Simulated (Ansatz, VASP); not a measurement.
## AlN: VASP beside Ansatz

INCAR

```
SYSTEM = AlN
ALGO = Normal
EDIFF = 1E-7
ENCUT = 520
GGA = PE
ISIF = 2
ISMEAR = -1
LASPH = .TRUE.
LCHARG = .FALSE.
LREAL = .FALSE.
LWAVE = .FALSE.
NBANDS = 11
NELM = 60
PREC = Accurate
SIGMA = 0.08
```

Contents of KPOINTS:

```
k-points
0
G
  17 17 17
  0 0 0
```

File POSCAR:

```
AlN
1.0
    0.0000000000      1.8037451469      1.8037451469
    1.8037451469      0.0000000000      1.8037451469
    1.8037451469      1.8037451469      0.0000000000
Al N
1 1
Direct
    0.0000000000      0.0000000000      0.0000000000
    0.2500000000      0.2500000000      0.2500000000
```

Input for Ansatz:

```yaml
crystal:
  lattice:
    - [0.0, 1.8037451469, 1.8037451469]
    - [1.8037451469, 0.0, 1.8037451469]
    - [1.8037451469, 1.8037451469, 0.0]
  atoms:
    - { symbol: Al, position: [0.0, 0.0, 0.0] }
    - { symbol: "N", position: [0.25, 0.25, 0.25] }
kpoints:
  mp_grid: { grid: [17, 17, 17] }
scf:
  occupations: { method: fermi_dirac, width: 0.08 }
hamiltonian:
  xc: pbe
  pseudopotentials: { kind: paw, source: ansatz }
output:
  forces: true
  stress: true
  eigenvalues: true
```

Change from the starting cell: volume scaled by 0.55, PAW files, source ansatz.

Alike in both runs: task single point; functional PBE; k mesh 17 × 17 × 17; occupations fermi-dirac, width 0.08 eV; no spin polarisation.

```csv
,VASP,Ansatz
version,VASP 6.6.1,Ansatz 0.2.0
potentials or method,"VASP PAW PBE potentials, release 64 (Al, N)","PAW with other files of Ansatz's library (source ansatz), scalar-relativistic"
plane-wave cutoff (eV),520,900
valence electrons in the cell,8,16
```

|  | VASP | Ansatz | Ansatz less VASP |
| --- | --- | --- | --- |
| gap on the k mesh at the Fermi level (eV) | 3.37 | 3.38 | +0.008 |
| pressure (GPa) | 361.8 | 357.7 | -4.10 |

Both programs put the cell under a high pressure, so it lies far from rest at this level. With one functional, cell and mesh, what is left measures potentials, basis and numerics. VASP's potentials hold 8 valence electrons a cell and Ansatz's 16, so a difference there can come from the potentials and not from the codes.

Noted on VASP's run: the cell as given lies far from equilibrium.
